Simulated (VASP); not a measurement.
Set up this calculation in VASP 6.6.1, as the native input.

- Task: single point
- Functional: PBE
- Potentials or basis: VASP PAW PBE potentials, release 64 (Sn_d, S)
- Cutoff: 500 eV
- k mesh: 8 × 8 × 4
- Occupations: gaussian, width 0.05 eV
- Spin: no spin polarisation
- Dipole correction: no
- Further INCAR settings: ALGO = Normal; EDIFF = 1e-06; NBANDS = 20

The structure of SnS2 lies in POSCAR:

```
SnS2
1.0
    3.5328971147      0.0000000000      0.0000000000
   -1.7664485573      3.0595786503      0.0000000000
    0.0000000000      0.0000000000      5.6992962889
Sn S
1 2
Direct
    0.0000000000      0.0000000000      0.0000000000
    0.3333333333      0.6666666667      0.2520000000
    0.6666666667      0.3333333333      0.7480000000
```

The input as run:

INCAR

```
SYSTEM = SnS2
  PREC = Accurate
  ENCUT = 500
  EDIFF = 1E-6
  ISMEAR = 0
  SIGMA = 0.05
  LREAL = .FALSE.
  LASPH = .TRUE.
  NELM = 120
  ALGO = Normal
  ISIF = 2
  LWAVE = .FALSE.
  LCHARG = .TRUE.
  GGA = PE
  LELF = .TRUE.
  LVHAR = .TRUE.
  NBANDS = 20
  GGA_COMPAT = .FALSE.
```

KPOINTS

```
regular mesh
0
G
  8 8 4
  0 0 0
```

Potentials or basis: VASP PAW PBE potentials, release 64 (Sn_d, S).

Command:

```bash
$ cat potpaw_PBE.64/Sn_d/POTCAR potpaw_PBE.64/S/POTCAR > POTCAR
$ mpirun -np 1 vasp_std > vasp.out
```

It gave:

```json
{
  "Pressure": "13.2 GPa",
  "Largest force": "1.085 eV/Å",
  "Band gap on the k mesh": "1.64 eV (least direct gap 2.15 eV)"
}
```

Caveat: the cell stands under pressure; spin-orbit coupling is left out, which moves the levels of the heavy elements; forces of over 1 eV/Å act on the atoms, so gaps and moduli don't describe the material at rest.

Run time: 24 s on 1 thread of AMD EPYC 9R45 96-Core Processor (Zen 5), with other jobs on the host, peak memory 0.16 GiB.
